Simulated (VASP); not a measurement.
The system is La2O3.

```xyz
5
Lattice="6.3703 0.0000 0.0000 -3.1851 5.5168 0.0000 0.0000 0.0000 3.2899" Properties=species:S:1:pos:R:3 pbc="T T T"
La    3.2476    1.7813    1.5779
La    0.0117    3.6949    1.6645
O     3.2349   -0.0844   -0.0483
O    -1.5863    2.8078    0.0810
O     1.7159    2.6834    0.0145
```

This cell differs from its parent crystal: atoms moved at random.

* Program: VASP 6.6.1
* Task: relaxation of the atoms
* Functional: PBEsol
* Potentials or basis: VASP PAW PBE potentials, release 64 (La, O)
* Cutoff: 640 eV
* k mesh: 4 × 4 × 7
* Occupations: gaussian, width 0.03 eV
* Spin: no spin polarisation

At the start: pressure -2.8 GPa; volume 23.12 Å³/atom.

Question: Where does the relaxation end?

Answer: Over 21 steps the energy falls by 18.9 meV/atom; space group P1 (No. 1, to 0.1 Å) before, P6/mmm (No. 191, to 0.1 Å).

The path:
```
step  energy change (eV)  largest force (eV/Å)  pressure (GPa)
   1              0.0000                0.8630           -2.76
   2             -0.0570                0.3565           -2.98
   3             -0.0613                0.3181           -3.03
   4             -0.0755                0.2251           -3.15
   5             -0.0868                0.2120           -3.28
   6             -0.0919                0.0621           -3.31
   7             -0.0920                0.0613           -3.32
   8             -0.0928                0.0496           -3.32
   9             -0.0934                0.0818           -3.33
  10             -0.0940                0.0358           -3.33
  11             -0.0941                0.0356           -3.34
  12             -0.0943                0.0208           -3.34
  13             -0.0944                0.0171           -3.34
  14             -0.0944                0.0097           -3.34
  15             -0.0944                0.0093           -3.34
  16             -0.0944                0.0061           -3.34
  17             -0.0944                0.0063           -3.34
  18             -0.0944                0.0065           -3.34
  19             -0.0944                0.0045           -3.34
  20             -0.0944                0.0041           -3.34
  21             -0.0944                0.0017           -3.34
```

Final structure:
```yaml
crystal:
  lattice:
    - [6.37027, 0.00000, 0.00000]
    - [-3.18514, 5.51682, 0.00000]
    - [0.00000, 0.00000, 3.28989]
  atoms:
    - { symbol: La, position: [0.67187, 0.32787, 0.49989] }
    - { symbol: La, position: [0.33856, 0.66120, 0.50003] }
    - { symbol: O, position: [0.50524, 0.99452, 0.00014] }
    - { symbol: O, position: [0.00526, 0.49463, 0.99982] }
    - { symbol: O, position: [0.50522, 0.49447, 0.00008] }
```

Caveat: the cell differs from its parent crystal (atoms moved at random); the PAW data sets were made with another functional, which shifts forces and pressure a little.
